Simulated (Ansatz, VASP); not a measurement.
**HC8 in VASP and in Ansatz**

INCAR

```
  ALGO = Normal
  DIPOL = 0.5 0.5 0.241
  EDIFF = 1E-6
  ENCUT = 520
  GGA = PE
  IDIPOL = 3
  ISIF = 2
  ISMEAR = 0
  ISPIN = 2
  IVDW = 12
  LASPH = True
  LCHARG = True
  LDIPOL = True
  LELF = True
  LORBIT = 11
  LREAL = False
  LVACPOTAV = True
  LVHAR = True
  LWAVE = False
  MAGMOM = 0 0 0 0 0 0 0 0 1
  NBANDS = 30
  NELM = 150
  PREC = Accurate
  SIGMA = 0.1
```

The input KPOINTS:

```
k-points
0
Gamma
  6 6 1
```

Contents of POSCAR:

```
HC8
1.0
    4.9313048824     -0.0000000001      0.0000000000
   -2.4656524412      4.2706353020      0.0000000000
    0.0000000000      0.0000000000     17.0000331944
C H
8 1
Direct
    0.3333333333      0.1666666667      0.2352956108
    0.3333333333      0.6666666667      0.2352956108
    0.8333333333      0.1666666667      0.2352956108
    0.8333333333      0.6666666667      0.2352956108
    0.1666666667      0.3333333333      0.2352936582
    0.1666666667      0.8333333333      0.2352936582
    0.6666666667      0.3333333333      0.2352936582
    0.6666666667      0.8333333333      0.2352936582
    0.3333333333      0.1666666667      0.2882366839
```

Input for Ansatz:

```yaml
crystal:
  lattice:
    - [4.9313048824, -1.0e-10, 0.0]
    - [-2.4656524412, 4.270635302, 0.0]
    - [0.0, 0.0, 17.0000331944]
  atoms:
    - { symbol: C, position: [0.3333333333, 0.1666666667, 0.2352956108] }
    - { symbol: C, position: [0.3333333333, 0.6666666667, 0.2352956108] }
    - { symbol: C, position: [0.8333333333, 0.1666666667, 0.2352956108] }
    - { symbol: C, position: [0.8333333333, 0.6666666667, 0.2352956108] }
    - { symbol: C, position: [0.1666666667, 0.3333333333, 0.2352936582] }
    - { symbol: C, position: [0.1666666667, 0.8333333333, 0.2352936582] }
    - { symbol: C, position: [0.6666666667, 0.3333333333, 0.2352936582] }
    - { symbol: C, position: [0.6666666667, 0.8333333333, 0.2352936582] }
    - { symbol: H, position: [0.3333333333, 0.1666666667, 0.2882366839], spin: 1.0 }
basis:
  ecutwfc: 420
kpoints:
  mp_grid: { grid: [6, 6, 1] }
hamiltonian:
  xc: pbe
  pseudopotentials: { kind: paw, azcp: { folder: soft_1 } }
  dispersion: d3bj
scf:
  occupations: { method: gaussian, width: 0.1 }
output:
  forces: true
  eigenvalues: true
  populations: true
magnetization:
  spin_polarized: true
efield:
  axis: 3
  dipole_correction: true
  ramp_width: 0.04
```

Alike in both runs: task single point; functional PBE; dispersion D3(BJ); k mesh 6 × 6 × 1; occupations gaussian, width 0.1 eV; collinear spin.

```csv
,VASP,Ansatz
version,VASP 6.6.1,Ansatz 0.2.0
potentials or method,"VASP PAW PBE potentials, release 64 (C, H), cutoff 520 eV","scalar-relativistic, plane waves, PAW"
valence electrons in the cell,33,33
```

|  | VASP | Ansatz | Ansatz less VASP |
| --- | --- | --- | --- |
| gap on the k mesh at the Fermi level (eV) | none | none | - |
| rms of the force components (eV/Å) | 3.221 | 3.200 | -0.0215 |
| net moment per atom (μB) | 0.06 | 0.06 | 0.000 |
| size of the moment on the site where the two differ most (μB) | 0.09 | 0.06 | -0.029 |
| work function, face that differs most (eV) | 2.92 | 2.92 | +0.003 |

Site moments also hang on the region over which each program counts them. Atom by atom the forces differ by 0.022 eV/Å (rms over components). A gap of «none» marks a metal or a gap that the smearing closes.
